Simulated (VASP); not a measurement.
Here is a VASP 6.6.1 calculation.

Contents of INCAR:

```
SYSTEM = Ti
  PREC = Accurate
  ENCUT = 600
  EDIFF = 1E-7
  ISMEAR = -1
  SIGMA = 0.1
  LREAL = .False.
  LASPH = .True.
  NELM = 80
  ALGO = Normal
  ISIF = 3
  LWAVE = .False.
  LCHARG = .False.
  GGA = RP
  IBRION = 2
  NSW = 80
  EDIFFG = -0.01
```

KPOINTS

```
regular mesh
0
Gamma
  8 8 11
  0 0 0
```

POSCAR

```
Ti
1.0
    4.6382998794      0.0000000000      0.0000000000
   -2.3191499397      4.0168855259      0.0000000000
    0.0000000000      0.0000000000      2.8432778261
Ti
3
Direct
    0.0000000000      0.0000000000      0.0000000000
    0.3333333333      0.6666666667      0.5000000000
    0.6666666667      0.3333333333      0.5000000000
```

Potentials or basis: VASP PAW PBE potentials, release 64 (Ti_sv).

Command:

```bash
$ cat potpaw_PBE.64/Ti_sv/POTCAR > POTCAR
$ mpirun -np 1 vasp_std > vasp.out
```

Task: Estimate the space group after relaxing (to 0.1 Å).

Result: P6/mmm (No. 191).

Task: Predict the band gap on the k mesh.

Result: Zero (bands 18 and 19 overlap by 0.20 eV).

Task: Estimate the relaxed cell.

Result: a = 4.625 Å, b = 4.625 Å, c = 2.855 Å, α = 90.00°, β = 90.00°, γ = 120.00°.

Final structure:
```xyz
3
Lattice="4.6254 0.0000 0.0000 -2.3127 4.0057 0.0000 0.0000 0.0000 2.8554" Properties=species:S:1:pos:R:3 pbc="T T T"
Ti    0.0000    0.0000    0.0000
Ti    0.0000    2.6705    1.4277
Ti    2.3127    1.3352    1.4277
```
